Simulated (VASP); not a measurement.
A run of VASP 6.6.1:

The input INCAR:

```
PREC = Accurate
ENCUT = 520
EDIFF = 1E-6
ISMEAR = -1
SIGMA = 0.1
LREAL = False
LASPH = True
NELM = 100
ALGO = Normal
ISIF = 2
LWAVE = False
LCHARG = False
GGA = PS
NBANDS = 12
```

The input KPOINTS:

```
Automatic mesh
0
Gamma
  16 16 16
```

POSCAR

```
La
1.0
    3.2221492820      0.0000000000      0.0000000000
    0.0000000000      3.2221492820      0.0000000000
    0.0000000000      0.0000000000      3.2221492820
La
1
Direct
    0.0000000000      0.0000000000      0.0000000000
```

Potentials or basis: VASP PAW PBE potentials, release 64 (La).

Run with:

```sh
$ cat potpaw_PBE.64/La/POTCAR > POTCAR
$ mpirun -np 1 vasp_std > vasp.out
```

Hardware: 1 thread of Intel(R) Xeon(R) 6975P-C (Granite Rapids), with other jobs on the host.

How long does it take, and how much memory?

It took 22 s on 1 thread of Intel(R) Xeon(R) 6975P-C (Granite Rapids), with other jobs on the host, peak memory 0.2 GiB. Counts: scf iterations 13, k points 165.
